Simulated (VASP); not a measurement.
A run of VASP 6.6.1 is set up as follows.

Contents of INCAR:

```
PREC = Accurate ; ENCUT = 520
EDIFF = 1E-8 ; ISMEAR = 0
SIGMA = 0.01 ; LREAL = False
LASPH = True ; NELM = 80
ALGO = Normal ; ISIF = 2
LWAVE = False ; LCHARG = False
GGA = CA ; NBANDS = 16
IBRION = 8 ; NSW = 1
LEPSILON = True
```

KPOINTS

```
regular mesh
0
Gamma
  8 8 8
```

File POSCAR:

```
GaP
1.0
    0.0000000000      2.7135026191      2.7135026191
    2.7135026191      0.0000000000      2.7135026191
    2.7135026191      2.7135026191      0.0000000000
Ga P
1 1
Direct
    0.0000000000      0.0000000000      0.0000000000
    0.7500000000      0.7500000000      0.7500000000
```

Potentials or basis: VASP PAW LDA potentials, release 64 (Ga_d, P).

Run with:

```sh
$ cat potpaw_LDA.64/Ga_d/POTCAR potpaw_LDA.64/P/POTCAR > POTCAR
$ mpirun -np 1 vasp_std > vasp.out
```

Task: Predict the electronic dielectric tensor (diagonal).

Result: 11.71.

Task: What does it give for the Born charges (mean of the diagonal)?

Result: Ga +2.16; P -2.16 e.

Task: Estimate the highest phonon frequency at Γ, LO-TO splitting left out.

Result: 356 cm⁻¹.

Phonon frequencies in cm⁻¹ (negative: imaginary):
```tsv
q point	frequencies
(0.000, 0.000, 0.000)	0 0 0 356 356 356
```

Caveat: the cell differs from its parent crystal (phonons at volume x 1.02); the cell wasn't relaxed at this level first, which shifts response properties.
